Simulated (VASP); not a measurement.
Write the native input for VASP 6.6.1 that does the following.

```yaml
Task: relaxation of cell and atoms
Functional: PBE
Potentials_or_basis: VASP PAW PBE potentials, release 64 (Li_sv, Si, C)
Cutoff: 600 eV
k_mesh: 6 × 6 × 6
Occupations: gaussian, width 0.1 eV
Spin: no spin polarisation
Dipole_correction: no
Further_INCAR_settings: ALGO = Normal; EDIFF = 1e-07; IBRION = 2; EDIFFG = -0.04; NSW = 90; ISIF = 3
```

The structure of Li4SiC2 lies in POSCAR:

```
Li4SiC2
1.0
    2.1061031800      1.2159592400      6.7477187100
   -2.1061031800      1.2159592400      6.7477187100
    0.0000000000     -2.4319184700      6.7477187100
Li Si C
4 1 2
Direct
    0.3878999900      0.3878999900      0.3878999900
    0.6121000100      0.6121000100      0.6121000100
    0.2083200100      0.2083200100      0.2083200100
    0.7916799900      0.7916799900      0.7916799900
    0.0000000000      0.0000000000      0.0000000000
    0.0889300000      0.0889300000      0.0889300000
    0.9110700000      0.9110700000      0.9110700000
```

These files were run (other wordings do the same):

INCAR

```
SYSTEM = Li4SiC2
PREC = Accurate ; ENCUT = 600
EDIFF = 1E-7 ; ISMEAR = 0
SIGMA = 0.1 ; LREAL = .False.
LASPH = .True. ; NELM = 60
ALGO = Normal ; ISIF = 3
LWAVE = .False. ; LCHARG = .False.
GGA = PE ; IBRION = 2
NSW = 90 ; EDIFFG = -0.04
```

KPOINTS

```
Automatic mesh
0
Gamma
  6 6 6
  0 0 0
```

Potentials or basis: VASP PAW PBE potentials, release 64 (Li_sv, Si, C).

The run is started by

```sh
$ cat potpaw_PBE.64/Li_sv/POTCAR potpaw_PBE.64/Si/POTCAR potpaw_PBE.64/C/POTCAR > POTCAR
$ mpirun -np 1 vasp_std > vasp.out
```

It gave:

```yaml
Relaxed_volume: 11.75 Å³/atom
Relaxed_cell: a = 6.663 Å, b = 6.663 Å, c = 6.663 Å, α = 33.96°, β = 33.96°, γ = 33.96°
Space_group_after_relaxing_to_0.05_Å: R-3m (No. 166)
Energy_gained_by_relaxing: 135.6 meV/atom
Ionic_steps: 19
Pressure_after_relaxing: 0.2 GPa
Largest_force_after_relaxing: 0.032 eV/Å
Band_gap_on_the_k_mesh: 0.44 eV, indirect (least direct gap 0.77 eV)
```

Caveat: the cutoff is under 1.25 times the usual one of these potentials, so pressure, stress and relaxed cells hold a basis-set (Pulay) error; the volume moved by over 15 % at a fixed basis, so the end points are rough.

Run time: 15 min on 1 thread of Intel(R) Xeon(R) 6975P-C (Granite Rapids), with other jobs on the host, peak memory 0.57 GiB.
